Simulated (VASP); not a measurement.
WC, 2 atoms in the cell. The structure is hexagonal, space group P-6m2 (No. 187). The conventional cell has a = 2.922 Å, b = 2.922 Å, c = 2.847 Å, α = 90.00°, β = 90.00°, γ = 120.00°. W (site symmetry -6m2) has 6 C at 2.21 Å and 8 W at 2.85 to 2.92 Å within 3.0 Å. C (site symmetry -6m2) has 6 W at 2.21 Å and 8 C at 2.85 to 2.92 Å within 3.0 Å. 

```yaml
Program: VASP 6.6.1
Task: single point
Functional: PBE
Potentials_or_basis: VASP PAW PBE potentials, release 64 (W_sv, C_h)
Cutoff: 1300 eV
k_mesh: 18 × 18 × 14
Occupations: gaussian, width 0.1 eV
Spin: no spin polarisation
Dipole_correction: no
Further_INCAR_settings: ALGO = Normal; EDIFF = 1e-06; NBANDS = 16
```

Potentials or basis: VASP PAW PBE potentials, release 64 (W_sv, C_h).

Run with:

```sh
$ cat potpaw_PBE.64/W_sv/POTCAR potpaw_PBE.64/C_h/POTCAR > POTCAR
$ mpirun -np 1 vasp_std > vasp.out
```

Hardware: 1 thread of AMD EPYC 9R45 96-Core Processor (Zen 5), on a shared host.

Problem. How long does it take, and how much memory?

Solution. It took 2.4 min on 1 thread of AMD EPYC 9R45 96-Core Processor (Zen 5), with other jobs on the host, peak memory 0.49 GiB. Counts: scf iterations 13, k points 296.
